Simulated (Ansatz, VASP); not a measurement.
One calculation of Pd, two programs

Contents of INCAR:

```
SYSTEM = Pd
ALGO = Normal
EDIFF = 1E-6
ENCUT = 520
GGA = PE
ISIF = 2
ISMEAR = -1
ISPIN = 2
LASPH = .True.
LCHARG = .True.
LELF = .True.
LMAXMIX = 4
LORBIT = 11
LREAL = .False.
LVHAR = .True.
LWAVE = .False.
MAGMOM = 0.288
NBANDS = 15
NELM = 150
PREC = Accurate
SIGMA = 0.1
```

The input KPOINTS:

```
k-points
0
Gamma
  14 14 14
  0 0 0
```

File POSCAR:

```
Pd
1.0
    0.0000000000      1.9737080107      1.9737080107
    1.9737080107      0.0000000000      1.9737080107
    1.9737080107      1.9737080107      0.0000000000
Pd
1
Direct
    0.0000000000      0.0000000000      0.0000000000
```

Input for Ansatz:

```yaml
crystal:
  lattice:
    - [0.0, 1.9737080107, 1.9737080107]
    - [1.9737080107, 0.0, 1.9737080107]
    - [1.9737080107, 1.9737080107, 0.0]
  atoms:
    - { symbol: Pd, position: [0.0, 0.0, 0.0], spin: 0.288 }
hamiltonian:
  xc: pbe
  pseudopotentials:
    kind: paw
    azcp:
      Pd: "pseudopotentials/Pd.paw.azcp"
basis:
  ecutwfc: 420
  fft_grid_basis: typed
kpoints:
  mp_grid: { grid: [14, 14, 14], shift: [0, 0, 0] }
magnetization:
  spin_polarized: true
scf:
  occupations: { method: fermi_dirac, width: 0.1 }
  lower_state_search: "off"
output:
  stress: true
```

Alike in both runs: task single point; functional PBE; k mesh 14 × 14 × 14; occupations fermi-dirac, width 0.1 eV; collinear spin.

```csv
,VASP,Ansatz
version,VASP 6.6.1,Ansatz 0.2.0
potentials or method,"VASP PAW PBE potentials, release 64 (Pd), cutoff 520 eV","plane waves (420 eV) with PAW, scalar-relativistic"
valence electrons in the cell,10,18
```

VASP gave:

- pressure (GPa): -0.4
- net moment per atom (μB): 0.00

Problem. Which values does Ansatz return?

Solution. Pressure (GPa): -0.1; net moment per atom (μB): 0.00.

VASP's potentials hold 10 valence electrons a cell and Ansatz's 18, so a difference there can come from the potentials and not from the codes. Ansatz's warnings: seeded moment not kept.
